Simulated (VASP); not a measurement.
# Li3NiPd (Pm-3m) in VASP: notebook

Runs on Li3NiPd. Level: PBE. Tasks: single point, relaxation of cell and atoms.

Program: VASP 6.6.1. These are calculated values, not measurements. Logs are shortened: lines on timing, memory, paths and dates and some standing lists are left out, and cuts for length are marked.

### 1 The cell of the first run

Symmetry: Pm-3m, No. 221, cubic system. Conventional cell: a = 4.522 Å, b = 4.522 Å, c = 4.522 Å, α = 90.00°, β = 90.00°, γ = 90.00°. Within 3.0 Å of Li (site symmetry 4/mmm) lie 2 Pd at 2.26 Å. Within 4.2 Å of Ni (site symmetry m-3m) lie 12 Li at 3.20 Å and 8 Pd at 3.92 Å. Within 3.0 Å of Pd (site symmetry m-3m) lie 6 Li at 2.26 Å.

### 2 Single point, PBE

Contents of INCAR:

```
SYSTEM = Li3NiPd
ALGO     = Normal         ! electronic algorithm
EDIFF    = 1E-6           ! SCF threshold, eV
ENCUT    = 520            ! plane-wave cutoff, eV
GGA      = PE             ! functional
ISIF     = 2              ! what is computed and relaxed
ISMEAR   = 0              ! smearing method
LASPH    = .True.         ! aspherical terms in the spheres
LCHARG   = .True.         ! write CHGCAR
LELF     = .True.         ! ELF
LREAL    = .False.        ! projectors in reciprocal space
LVHAR    = .True.       
LWAVE    = .False.        ! write WAVECAR
NBANDS   = 22             ! bands
NELM     = 100            ! most SCF steps
PREC     = Accurate       ! precision mode
SIGMA    = 0.1            ! smearing width, eV
```

Contents of KPOINTS:

```
k-points
0
Gamma
  4 4 4
  0 0 0
```

Contents of POSCAR:

```
Li3NiPd
1.0
    4.5222666963      0.0000000000      0.0000000000
    0.0000000000      4.5222666963      0.0000000000
    0.0000000000      0.0000000000      4.5222666963
Li Ni Pd
3 1 1
Direct
    0.0000000000      0.5000000000      0.5000000000
    0.5000000000      0.0000000000      0.5000000000
    0.5000000000      0.5000000000      0.0000000000
    0.0000000000      0.0000000000      0.0000000000
    0.5000000000      0.5000000000      0.5000000000
```

Potentials or basis: VASP PAW PBE potentials, release 64 (Li_sv, Ni, Pd).

The run is started by

```sh
cat potpaw_PBE.64/Li_sv/POTCAR potpaw_PBE.64/Ni/POTCAR potpaw_PBE.64/Pd/POTCAR > POTCAR
mpirun -np 1 vasp_std > vasp.out
```

OUTCAR:

```text
SYSTEM = Li3NiPd
   EDIFF = 1E-6
   ENCUT = 520
   GGA = PE
   ISIF = 2
   ISMEAR = 0
   LASPH = .True.
   LREAL = .False.
   NELM = 100
   PREC = Accurate

 ion  position               nearest neighbor table
   1  0.000  0.500  0.500-   5 2.26   5 2.26
   2  0.500  0.000  0.500-   5 2.26   5 2.26
   3  0.500  0.500  0.000-   5 2.26   5 2.26
   4  0.000  0.000  0.000-
   5  0.500  0.500  0.500-   1 2.26   2 2.26   3 2.26   3 2.26   2 2.26   1 2.26

  LATTYP: Found a simple cubic cell.
 ALAT       =     4.5222666963

  Lattice vectors:

 A1 = (   4.5222666963,   0.0000000000,   0.0000000000)
 A2 = (   0.0000000000,   4.5222666963,   0.0000000000)
 A3 = (   0.0000000000,   0.0000000000,   4.5222666963)

Analysis of symmetry for initial positions (statically):
=====================================================================
 Subroutine PRICEL returns:
 Original cell was already a primitive cell.

 Routine SETGRP: Setting up the symmetry group for a
 simple cubic supercell.

 Subroutine GETGRP returns: Found 48 space group operations
 (whereof 48 operations were pure point group operations)
 out of a pool of 48 trial point group operations.

The static configuration has the point symmetry O_h .

Analysis of symmetry for dynamics (positions and initial velocities):
=====================================================================
 Subroutine PRICEL returns:
 Original cell was already a primitive cell.

 Routine SETGRP: Setting up the symmetry group for a
 simple cubic supercell.

 Subroutine GETGRP returns: Found 48 space group operations
 (whereof 48 operations were pure point group operations)
 out of a pool of 48 trial point group operations.

The dynamic configuration has the point symmetry O_h .

 Subroutine INISYM returns: Found 48 space group operations
 (whereof 48 operations are pure point group operations),
 and found     1 'primitive' translations

----------------------------------------------------------------------------------------

                                     Primitive cell

  volume of cell :      92.4844

  direct lattice vectors                    reciprocal lattice vectors
     4.522266696  0.000000000  0.000000000     0.221128046  0.000000000  0.000000000
     0.000000000  4.522266696  0.000000000     0.000000000  0.221128046  0.000000000
     0.000000000  0.000000000  4.522266696     0.000000000  0.000000000  0.221128046

  length of vectors
     4.522266696  4.522266696  4.522266696     0.221128046  0.221128046  0.221128046

  position of ions in fractional coordinates (direct lattice)
     0.000000000  0.500000000  0.500000000
     0.500000000  0.000000000  0.500000000
     0.500000000  0.500000000  0.000000000
     0.000000000  0.000000000  0.000000000
     0.500000000  0.500000000  0.500000000

  ion indices of the primitive-cell ions
   primitive index   ion index
                 1           1
                 2           2
                 3           3
                 4           4
                 5           5

----------------------------------------------------------------------------------------

 KPOINTS: k-points

Automatic generation of k-mesh.
 Grid dimensions read from file:
 generate k-points for:    4    4    4

 Generating k-lattice:

  Cartesian coordinates                     Fractional coordinates (reciprocal lattice)
     0.055282012  0.000000000  0.000000000     0.250000000  0.000000000  0.000000000
     0.000000000  0.055282012  0.000000000     0.000000000  0.250000000  0.000000000
     0.000000000  0.000000000  0.055282012     0.000000000  0.000000000  0.250000000

  Length of vectors
     0.055282012  0.055282012  0.055282012

  Shift w.r.t. Gamma in fractional coordinates (k-lattice)
     0.000000000  0.000000000  0.000000000

 Subroutine IBZKPT returns following result:
 ===========================================

 Found     10 irreducible k-points:

 Following reciprocal coordinates:
            Coordinates               Weight
  0.000000  0.000000  0.000000      1.000000
  0.250000  0.000000  0.000000      6.000000
  0.500000  0.000000  0.000000      3.000000
  0.250000  0.250000  0.000000     12.000000
  0.500000  0.250000  0.000000     12.000000
  0.500000  0.500000  0.000000      3.000000
  0.250000  0.250000  0.250000      8.000000
  0.500000  0.250000  0.250000     12.000000
  0.500000  0.500000  0.250000      6.000000
  0.500000  0.500000  0.500000      1.000000
   k-points           NKPTS =     10   k-points in BZ     NKDIM =     10   number of bands    NBANDS=     22
   number of dos      NEDOS =    301   number of ions     NIONS =      5
   total plane-waves  NPLWV =  46656
   dimension x,y,z NGX =    36 NGY =   36 NGZ =   36
   dimension x,y,z NGXF=    72 NGYF=   72 NGZF=   72
   ions per type =               3   1   1
   NGX,Y,Z   is equivalent  to a cutoff of  13.23, 13.23, 13.23 a.u.
   NGXF,Y,Z  is equivalent  to a cutoff of  26.47, 26.47, 26.47 a.u.
 SYSTEM =  Li3NiPd
   PREC   = accura    normal or accurate (medium, high low for compatibility)
   ISTART =      0    job   : 0-new  1-cont  2-samecut
   ICHARG =      2    charge: 1-file 2-atom 10-const
   ISPIN  =      1    spin polarized calculation?
   LNONCOLLINEAR =      F non collinear calculations
   LSORBIT =      F    spin-orbit coupling
   LASPH  =      T    aspherical Exc in radial PAW
   ENCUT  =  520.0 eV  38.22 Ry    6.18 a.u.   8.41  8.41  8.41*2*pi/ulx,y,z
   NELM   =    100;   NELMIN=  2; NELMDL= -5     # of ELM steps
   EDIFF  = 0.1E-05   stopping-criterion for ELM
   LREAL  =      F    real-space projection
   EDIFFG = 0.1E-04   stopping-criterion for IOM
   NSW    =      0    number of steps for IOM
   IBRION =     -1    ionic relax: 0-MD 1-quasi-New 2-CG
   NFREE  =      0    steps in history (QN), initial steepest desc. (CG)
   ISIF   =      2    stress and relaxation
   ISYM   =      2    0-nonsym 1-usesym 2-fastsym
   POTIM  = 0.5000    time-step for ionic-motion
   TEBEG  =    0.0;   TEEND  =   0.0 temperature during run
   PSTRESS=    0.0 pullay stress
   NELECT =      29.0000    total number of electrons
   NUPDOWN=      -1.0000    fix difference up-down
   EMIN   =  10.00;   EMAX   =-10.00  energy-range for DOS
   EFERMI =   0.00;   METHOD = LEGACY
   ISMEAR =     0;   SIGMA  =   0.10  broadening in eV -4-tet -1-fermi 0-gaus
   EFERMI_NEDOS =   21; number of points for ismear=-14 and -15
   IALGO  =     38    algorithm
   IMIX   =      4    mixing-type and parameters
     AMIX     =   0.40;   BMIX     =  1.00
     AMIX_MAG =   1.60;   BMIX_MAG =  1.00
  volume/ion in A,a.u.               =      18.50       124.82
  Fermi-wavevector in a.u.,A,eV,Ry     =   1.112205  2.101762 16.830392  1.236999
  Thomas-Fermi vector in A             =   2.248776
   LORBIT       =      0    0 simple, 1 ext, 2 COOP (PROOUT), +10 PAW based schemes
   GGA     = PE    functional components
   LHFCALC =     F    Hartree Fock is set to
   AEXX    =    0.0000 exact exchange contribution
   IVDW    =     0    specifies the selected vdW correction
   LEPSILON=     F    determine dielectric tensor
   LRPA    =     F    only Hartree local field effects (RPA)
 non-spin polarized calculation
 Gauss-broadening in eV      SIGMA  =   0.10
  energy-cutoff  :      520.00
  volume of cell :       92.48
 maximum number of plane-waves:      2517
 NGX is ok and might be reduce to    36
   NGX = 17   NGY = 17   NGZ = 17

 number of electron      29.0000020 magnetization

 Free energy of the ion-electron system (eV)
  ---------------------------------------------------
  ext. energy  EPLUGINS =         0.00000000
  ---------------------------------------------------
  free energy    TOTEN  =       -14.14840509 eV

  energy without entropy =      -14.13237223  energy(sigma->0) =      -14.14038866

 E-fermi :   2.1006     XC(G=0):  -8.6254

 val. band max:        2.0604560662   @ k =   0.2500   0.0000   0.0000
 cond. band min:       2.2405957769   @ k =   0.5000   0.5000   0.0000
 fundamental gap:      0.1801397108
 Fermi energy:         2.1005932991

 k-point     1 :       0.0000    0.0000    0.0000
  band No.  band energies     occupation
      1     -43.4490      2.00000
      2     -43.4388      2.00000
      3     -43.4388      2.00000
      4      -1.9019      2.00000
      5      -0.2103      2.00000
      6      -0.2103      2.00000
[... 14 lines left out ...]
     21      10.0742      0.00000
     22      10.0742      0.00000

 k-point     2 :       0.2500    0.0000    0.0000
  band No.  band energies     occupation
      1     -43.4473      2.00000
      2     -43.4388      2.00000
      3     -43.4388      2.00000
      4      -1.5057      2.00000
      5      -0.2899      2.00000
      6      -0.1822      2.00000
[... 14 lines left out ...]
     21       8.5430      0.00000
     22       8.7632      0.00000

 k-point     3 :       0.5000    0.0000    0.0000
  band No.  band energies     occupation
      1     -43.4456      2.00000
      2     -43.4389      2.00000
      3     -43.4387      2.00000
      4      -0.3967      2.00000
      5      -0.3849      2.00000
      6      -0.2373      2.00000
[... 14 lines left out ...]
     21       7.6155      0.00000
     22       7.9653      0.00000
[... 126 lines left out ...]
 k-point     9 :       0.5000    0.5000    0.2500
  band No.  band energies     occupation
      1     -43.4405      2.00000
      2     -43.4389      2.00000
      3     -43.4389      2.00000
      4      -0.7619      2.00000
      5      -0.4207      2.00000
      6      -0.4207      2.00000
[... 14 lines left out ...]
     21       6.8523      0.00000
     22      12.4785      0.00000

 k-point    10 :       0.5000    0.5000    0.5000
  band No.  band energies     occupation
      1     -43.4388      2.00000
      2     -43.4388      2.00000
      3     -43.4388      2.00000
      4      -0.5914      2.00000
      5      -0.5914      2.00000
      6      -0.5914      2.00000
[... 14 lines left out ...]
     21       5.1372      0.00000
     22      14.3173      0.00000

------------------------ aborting loop because EDIFF is reached ----------------------------------------

  FORCE on cell =-STRESS in cart. coord.  units (eV):
  Direction    XX          YY          ZZ          XY          YZ          ZX
  --------------------------------------------------------------------------------------
  -------------------------------------------------------------------------------------
  Total        0.2480977      0.2480977      0.2480977     -0.0000000      0.0000000      0.0000000
  in kB        4.2979840      4.2979840      4.2979840     -0.0000000      0.0000000      0.0000000
  external PRESSURE =       4.2979840 kB  Pullay stress =       0.0000000 kB

 VOLUME and BASIS-vectors are now :
 -----------------------------------------------------------------------------
  energy-cutoff  :      520.00
  volume of cell :       92.48
      direct lattice vectors                 reciprocal lattice vectors
     4.522266696  0.000000000  0.000000000     0.221128046  0.000000000  0.000000000
     0.000000000  4.522266696  0.000000000     0.000000000  0.221128046  0.000000000
     0.000000000  0.000000000  4.522266696     0.000000000  0.000000000  0.221128046

 POSITION                                       TOTAL-FORCE (eV/Angst)
 -----------------------------------------------------------------------------------
      0.00000      2.26113      2.26113         0.000000      0.000000      0.000000
      2.26113      0.00000      2.26113         0.000000      0.000000      0.000000
      2.26113      2.26113      0.00000         0.000000      0.000000      0.000000
      0.00000      0.00000      0.00000         0.000000      0.000000      0.000000
      2.26113      2.26113      2.26113         0.000000      0.000000      0.000000
 -----------------------------------------------------------------------------------
    total drift:                                0.000000      0.000000      0.000000

  FREE ENERGIE OF THE ION-ELECTRON SYSTEM (eV)
  ---------------------------------------------------
  free  energy   TOTEN  =       -14.1484050876 eV

  energy  without entropy=      -14.1323722295  energy(sigma->0) =      -14.14038866
```

It took 70 s on 1 thread of AMD EPYC 7R13, shared host; peak memory 0.18 GiB.

Results:

```
Free energy : -14.1484 eV
```

Caveat: the cutoff is under 1.25 times the usual one of these potentials, so pressure, stress and relaxed cells hold a basis-set (Pulay) error. Spin polarisation is off, so any magnetic state and its effect on volume and gap are missing.

[end of part 1 of 2]
